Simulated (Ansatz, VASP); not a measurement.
**One calculation of SnSe, two programs**

```
CELL_PARAMETERS angstrom
5.17335 0.00000 0.00000
0.00000 5.17335 0.00000
0.00000 0.00000 4.42562
ATOMIC_POSITIONS crystal
Sn 0.00000 0.50000 0.28778
Sn 0.50000 0.00000 0.71222
Se 0.00000 0.00000 0.00000
Se 0.50000 0.50000 0.00000
```

Alike in both runs: functional PBE; k mesh 6 × 6 × 6; occupations gaussian, width 0.02 eV; no spin polarisation.

Ansatz relaxed the structure, and its values are those at the end. VASP's run is a single point on that final structure, the one shown.

```csv
,VASP,Ansatz
version,VASP 6.6.1,Ansatz 0.2.0
potentials or method,"VASP PAW PBE potentials, release 64 (Sn_d, Se), cutoff 520 eV","scalar-relativistic, plane waves, PAW"
valence electrons in the cell,40,60
```

|  | VASP | Ansatz | Ansatz less VASP |
| --- | --- | --- | --- |
| gap on the k mesh at the Fermi level (eV) | 0.36 | 0.36 | +0.008 |
| least direct gap on the mesh (eV) | 0.53 | 0.52 | -0.002 |
| pressure (GPa) | 0.0 | 0.0 | -0.01 |
| rms of the force components (eV/Å) | 0.004 | 0.000 | -0.0035 |

The functional is the same, so the differences come from potentials, cutoffs and numerics. VASP's potentials hold 40 valence electrons a cell and Ansatz's 60, so a difference there can come from the potentials and not from the codes.
